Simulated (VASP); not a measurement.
A run of VASP 6.6.1 is set up as follows.

INCAR

```
SYSTEM = Ru
PREC = Accurate
ENCUT = 520
EDIFF = 1E-6
ISMEAR = 0
SIGMA = 0.05
LREAL = .FALSE.
LASPH = .TRUE.
NELM = 80
ALGO = Normal
ISIF = 2
LWAVE = .FALSE.
LCHARG = .FALSE.
GGA = PE
NBANDS = 21
```

File KPOINTS:

```
regular mesh
0
G
  8 8 6
  0 0 0
```

The input POSCAR:

```
Ru
1.0
    2.7194979204      0.0000000000      0.0000000000
   -1.3597489602      2.3551542846      0.0000000000
    0.0000000000      0.0000000000      4.2963318904
Ru
2
Direct
    0.3333333333      0.6666666667      0.7500000000
    0.6666666667      0.3333333333      0.2500000000
```

Potentials or basis: VASP PAW PBE potentials, release 64 (Ru_pv).

The run is started by

```sh
$ cat potpaw_PBE.64/Ru_pv/POTCAR > POTCAR
$ mpirun -np 1 vasp_std > vasp.out
```

Task: Predict the band gap on the k mesh.

Result: Zero (band 14 reaches 14.17 eV, above the bottom of band 15 at 11.15 eV).

Task: Estimate the pressure.

Result: -0.2 GPa.
